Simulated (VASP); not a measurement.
Input of a VASP 6.6.1 run:

INCAR

```
SYSTEM = Zr2HS4
ALGO = Normal
DIPOL = 0.5 0.5 0.278
EDIFF = 1E-6
ENCUT = 400
GGA = PE
GGA_COMPAT = .False.
IDIPOL = 3
ISIF = 2
ISMEAR = 0
IVDW = 12
LASPH = .True.
LCHARG = .True.
LDIPOL = .True.
LELF = .True.
LREAL = .False.
LVACPOTAV = .True.
LVHAR = .True.
LWAVE = .False.
NBANDS = 62
NELM = 120
NELMDL = -8
PREC = Accurate
SIGMA = 0.05
```

The input KPOINTS:

```
k-points
0
Gamma
  6 6 1
  0 0 0
```

POSCAR

```
Zr2HS4
1.0
    7.2976778227      0.0000000000      0.0000000000
   -3.6488389114      6.3199743831      0.0000000000
    0.0000000000      0.0000000000     20.9171506047
S Zr H
8 4 2
Direct
    0.3333333333      0.1666666667      0.1912306354
    0.3333333333      0.6666666667      0.1912306354
    0.8333333333      0.1666666667      0.1912306354
    0.8333333333      0.6666666667      0.1912306354
    0.1666666667      0.3333333333      0.3306927762
    0.1666666667      0.8333333333      0.3306927762
    0.6666666667      0.3333333333      0.3306927762
    0.6666666667      0.8333333333      0.3306927762
    0.0000000000      0.0000000000      0.2609617058
    0.0000000000      0.5000000000      0.2609617058
    0.5000000000      0.0000000000      0.2609617058
    0.5000000000      0.5000000000      0.2609617058
    0.3435255474      0.6870510948      0.3828031244
    0.4898077859      0.9796155718      0.3828031244
```

Potentials or basis: VASP PAW PBE potentials, release 64 (S, Zr_sv, H).

Run with:

```bash
$ cat potpaw_PBE.64/S/POTCAR potpaw_PBE.64/Zr_sv/POTCAR potpaw_PBE.64/H/POTCAR > POTCAR
$ mpirun -np 1 vasp_std > vasp.out
```

**Question.** Estimate the largest force.

**Answer.** 1.462 eV/Å.

**Question.** What does it give for the dispersion energy per atom?

**Answer.** -0.227 eV.

**Question.** Estimate the band gap on the k mesh.

**Answer.** 0.24 eV (least direct gap 0.33 eV).

Forces on the atoms (eV/Å):
```
S    0.076 -0.131  0.093
S    0.000  0.007  0.013
S   -0.076 -0.131  0.093
S    0.000 -0.051 -0.130
S    0.000  0.488  0.625
S   -0.548 -0.280 -0.079
S    0.000  0.130  0.394
S    0.548 -0.280 -0.079
Zr   0.000 -0.189 -0.320
Zr  -0.082  0.310 -0.236
Zr   0.000  0.086 -0.318
Zr   0.082  0.310 -0.236
H    0.000  1.181  0.357
H    0.000 -1.451 -0.177
```
